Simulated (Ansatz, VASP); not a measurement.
**Two plane-wave programs on Ta**

Contents of INCAR:

```
PREC = Accurate
ENCUT = 600
EDIFF = 1E-7
ISMEAR = -1
SIGMA = 0.1
LREAL = False
LASPH = True
NELM = 100
ALGO = Normal
ISIF = 3
LWAVE = False
LCHARG = False
GGA = PE
IBRION = 2
NSW = 80
EDIFFG = -0.01
```

Contents of KPOINTS:

```
Automatic mesh
0
Gamma
  12 12 7
```

File POSCAR:

```
Ta
1.0
    2.9451288715      0.0000000000      0.0000000000
   -1.4725644358      2.5505564202      0.0000000000
    0.0000000000      0.0000000000      4.8093954472
Ta
2
Direct
    0.3333333333      0.6666666667      0.2500000000
    0.6666666667      0.3333333333      0.7500000000
```

Input for Ansatz:

```yaml
crystal:
  lattice:
    - [2.9451288715, 0.0, 0.0]
    - [-1.4725644358, 2.5505564202, 0.0]
    - [0.0, 0.0, 4.8093954472]
  atoms:
    - { symbol: Ta, position: [0.3333333333, 0.6666666667, 0.25] }
    - { symbol: Ta, position: [0.6666666667, 0.3333333333, 0.75] }
hamiltonian:
  xc: pbe
  pseudopotentials:
    kind: paw
    azcp:
      Ta: "pseudopotentials/Ta.paw.azcp"
basis:
  ecutwfc: 420
  fft_grid_basis: typed
kpoints:
  mp_grid: { grid: [12, 12, 7], shift: [0, 0, 0] }
magnetization:
  spin_polarized: false
scf:
  occupations: { method: fermi_dirac, width: 0.1 }
relax:
  max_steps: 60
  f_tol: 0.01
  cell: {}
```

Alike in both runs: task relaxation of cell and atoms; functional PBE; k mesh 12 × 12 × 7; occupations fermi-dirac, width 0.1 eV; no spin polarisation.

```csv
,VASP,Ansatz
version,VASP 6.6.1,Ansatz 0.2.0
potentials or method,"VASP PAW PBE potentials, release 64 (Ta_pv), cutoff 600 eV","plane waves (420 eV) with PAW, scalar-relativistic"
valence electrons in the cell,22,26
```

```tsv
	VASP	Ansatz	Ansatz less VASP
relaxed volume (Å³/atom)	18.75	18.74	-0.009
relaxed cell length with the largest relative difference (Å)	5.152	5.151	-0.0014
```

VASP's potentials hold 22 valence electrons a cell and Ansatz's 26, so a difference there can come from the potentials and not from the codes.

Neither program's run includes spin-orbit coupling.
